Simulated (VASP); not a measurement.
A run of VASP 6.6.1 is set up as follows.

POSCAR

```
Te
1.0
    2.3059043427      1.3313144930      1.6909537039
   -2.3059043427      1.3313144930      1.6909537039
    0.0000000000     -2.6626289859      1.6909537039
Te
1
Direct
    0.5000000000      0.5000000000      0.5000000000
```

INCAR.step1

```
PREC = Accurate
ENCUT = 520
ISMEAR = 0
SIGMA = 0.15
LREAL = False
LASPH = True
NELM = 80
NBANDS = 9
GGA = PE
ALGO = Normal
EDIFF = 1E-4
LWAVE = True
LCHARG = False
```

Contents of INCAR.step2:

```
PREC = Accurate
ENCUT = 520
EDIFF = 1E-7
ISMEAR = 0
SIGMA = 0.15
LREAL = False
LASPH = True
NELM = 80
ALGO = Normal
ISIF = 2
LWAVE = False
LCHARG = True
METAGGA = R2SCAN
LMIXTAU = True
LELF = True
LVHAR = True
NBANDS = 9
ISTART = 1
```

Contents of KPOINTS:

```
Automatic mesh
0
Gamma
  18 18 18
```

Potentials or basis: VASP PAW PBE potentials, release 64 (Te).

Command:

```bash
$ cat potpaw_PBE.64/Te/POTCAR > POTCAR
$ cp INCAR.step1 INCAR
$ mpirun -np 1 vasp_std > vasp.out
$ cp INCAR.step2 INCAR
$ mpirun -np 1 vasp_std > vasp.out
```

**Question.** Estimate the pressure.

**Answer.** 1.8 GPa.

**Question.** What does it give for the band gap on the k mesh?

**Answer.** Zero (bands 3 and 4 overlap by 5.30 eV).

Stress tensor (GPa, compression positive):
```
1.80 0.00 0.00
0.00 1.80 0.00
0.00 0.00 1.93
```

Caveat: the PAW data sets were made with another functional, which shifts forces and pressure a little; spin-orbit coupling is left out, which moves the levels of the heavy elements.
